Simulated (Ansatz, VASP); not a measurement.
# One calculation of FeNi3, two programs

```
Fe Ni
1.0
     3.54500    0.00000    0.00000
     0.00000    3.54500    0.00000
     0.00000    0.00000    3.54500
Fe Ni
1 3
Cartesian
  0.0000 0.0000 0.0000
  0.0000 1.7725 1.7725
  1.7725 0.0000 1.7725
  1.7725 1.7725 0.0000
```

Alike in both runs: task single point; functional PBE; k mesh 7 × 7 × 7; occupations fermi-dirac, width 0.05 eV; collinear spin.

|  | VASP | Ansatz |
| --- | --- | --- |
| version | VASP 6.6.1 | Ansatz 0.2.0 |
| potentials or method | VASP PAW PBE potentials, release 64 (Fe, Ni), cutoff 600 eV | plane waves, PAW |
| valence electrons in the cell | 38 | 70 |

|  | VASP | Ansatz | Ansatz less VASP |
| --- | --- | --- | --- |
| gap on the k mesh at the Fermi level (eV) | none | none | - |
| pressure (GPa) | 0.1 | 0.3 | +0.22 |
| net moment per atom (μB) | 1.22 | 1.24 | +0.015 |
| size of the moment on the site where the two differ most (μB) | 0.67 | 0.73 | +0.059 |

Site moments also hang on the region over which each program counts them. A gap of «none» marks a metal or a gap that the smearing closes. With one functional, cell and mesh, what is left measures potentials, basis and numerics. VASP's potentials hold 38 valence electrons a cell and Ansatz's 70, so a difference there can come from the potentials and not from the codes. Ansatz's warnings: given moment on shells, seeded moment not kept.
